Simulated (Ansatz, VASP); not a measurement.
Two plane-wave programs on Sr

```
Sr
1.0
     0.00000    3.08403    2.96067
     3.08403    0.00000    2.96067
     3.08403    3.08403    0.00000
Sr
1
Direct
  0.00000 0.00000 0.00000
```

Alike in both runs: task single point; functional PBE; k mesh 16 × 16 × 16; occupations gaussian, width 0.15 eV; no spin polarisation.

|  | VASP | Ansatz |
| --- | --- | --- |
| version | VASP 6.6.1 | Ansatz 0.2.0 |
| potentials or method | VASP PAW PBE potentials, release 64 (Sr_sv), cutoff 520 eV | scalar-relativistic, plane waves, PAW |
| valence electrons in the cell | 10 | 10 |

```tsv
	VASP	Ansatz	Ansatz less VASP
gap on the k mesh at the Fermi level (eV)	none	none	-
pressure (GPa)	-0.3	-0.3	-0.01
traceless stress, the component that is largest in VASP (GPa)	0.10	0.10	0.000
```

A gap of «none» marks a metal or a gap that the smearing closes.
